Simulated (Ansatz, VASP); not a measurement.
Cu: VASP beside Ansatz

```xyz
1
Lattice="0.0000 1.7804 1.8075 1.7804 0.0000 1.8075 1.7804 1.7804 0.0000" Properties=species:S:1:pos:R:3 pbc="T T T"
Cu    0.0000    0.0000    0.0000
```

Change from the starting cell: strain -0.015 along x and y, +0.000 along z, atoms carried along.

Alike in both runs: task single point; functional r2SCAN; k mesh 22 × 22 × 22; occupations gaussian, width 0.15 eV; no spin polarisation.

|  | VASP | Ansatz |
| --- | --- | --- |
| version | VASP 6.6.1 | Ansatz 0.2.0 |
| potentials or method | VASP PAW PBE potentials, release 64 (Cu), cutoff 520 eV | scalar-relativistic, plane waves, PAW |
| valence electrons in the cell | 11 | 19 |

```tsv
	VASP	Ansatz	Ansatz less VASP
gap on the k mesh at the Fermi level (eV)	none	none	-
pressure (GPa)	0.4	-0.3	-0.62
traceless stress, the component that is largest in VASP (GPa)	-0.65	-0.65	+0.007
```

VASP's potentials were made for PBE, not for r2SCAN. A gap of «none» marks a metal or a gap that the smearing closes. VASP's potentials hold 11 valence electrons a cell and Ansatz's 19, so a difference there can come from the potentials and not from the codes.
